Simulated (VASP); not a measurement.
Wanted: the native input for a VASP 6.6.1 run.

```yaml
Task: single point
Functional: PBEsol
Potentials_or_basis: VASP PAW PBE potentials, release 64 (Hf_pv)
Cutoff: 520 eV
k_mesh: 14 × 14 × 8
Occupations: fermi-dirac, width 0.08 eV
Spin: no spin polarisation
Dipole_correction: no
Further_INCAR_settings: ALGO = Normal; EDIFF = 1e-07; NBANDS = 17
```

The structure of Hf lies in POSCAR:

```
Hf
1.0
    2.3445585857      0.0000000000      0.0000000000
   -1.1722792928      2.0304472959      0.0000000000
    0.0000000000      0.0000000000      4.0853109487
Hf
2
Direct
    0.3333333333      0.6666666667      0.2500000000
    0.6666666667      0.3333333333      0.7500000000
```

These files were run (other wordings do the same):

INCAR

```
PREC = Accurate
ENCUT = 520
EDIFF = 1E-7
ISMEAR = -1
SIGMA = 0.08
LREAL = F
LASPH = T
NELM = 100
ALGO = Normal
ISIF = 2
LWAVE = F
LCHARG = F
GGA = PS
NBANDS = 17
```

KPOINTS

```
Automatic mesh
0
Gamma
  14 14 8
```

Potentials or basis: VASP PAW PBE potentials, release 64 (Hf_pv).

Run with:

```sh
$ cat potpaw_PBE.64/Hf_pv/POTCAR > POTCAR
$ mpirun -np 1 vasp_std > vasp.out
```

It gave:

The pressure is 362.5 GPa. The band gap on the k mesh is zero (band 10 reaches 13.27 eV, above the bottom of band 11 at 11.34 eV).

Caveat: the PAW data sets were made with another functional, which shifts forces and pressure a little; spin-orbit coupling is left out, which moves the levels of the heavy elements.

It took 19 s on 1 thread of AMD EPYC 9R45 96-Core Processor (Zen 5) (shared host), peak memory 0.12 GiB.
